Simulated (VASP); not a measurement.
A run of VASP 6.6.1 is set up as follows.

Contents of POSCAR:

```
KCl
1.0
    0.0000000000      3.1448483095      3.1448483095
    3.1448483095      0.0000000000      3.1448483095
    3.1448483095      3.1448483095      0.0000000000
K Cl
1 1
Direct
    0.0000000000      0.0000000000      0.0000000000
    0.5000000000      0.5000000000      0.5000000000
```

INCAR.step1

```
ALGO = Normal ; EDIFF = 1E-5
ENCUT = 520 ; GGA = PE
ISIF = 2 ; ISMEAR = 0
LASPH = True ; LCHARG = False
LREAL = False ; LWAVE = True
NBANDS = 15 ; NELM = 60
PREC = Accurate ; SIGMA = 0.01
```

INCAR.step2

```
ALGO = Normal ; EDIFF = 1E-6
ENCUT = 520 ; GGA = PE
HFSCREEN = 0.2079 ; ISIF = 2
ISMEAR = 0 ; ISTART = 1
LASPH = True ; LCHARG = False
LHFCALC = True ; LREAL = False
LWAVE = False ; NBANDS = 15
NELM = 60 ; PREC = Accurate
PRECFOCK = Normal ; SIGMA = 0.01
```

The input KPOINTS:

```
k-points
0
Gamma
  6 6 6
```

Potentials or basis: VASP PAW PBE potentials, release 64 (K_sv, Cl).

The run is started by

```console
$ cat potpaw_PBE.64/K_sv/POTCAR potpaw_PBE.64/Cl/POTCAR > POTCAR
$ cp INCAR.step1 INCAR
$ mpirun -np 1 vasp_std > vasp.out
$ cp INCAR.step2 INCAR
$ mpirun -np 1 vasp_std > vasp.out
```

**Question.** What does it give for the band gap on the k mesh?

**Answer.** 6.50 eV.

**Question.** Predict the pressure.

**Answer.** 0.5 GPa.

Caveat: the PAW data sets were made with another functional, which shifts forces and pressure a little.
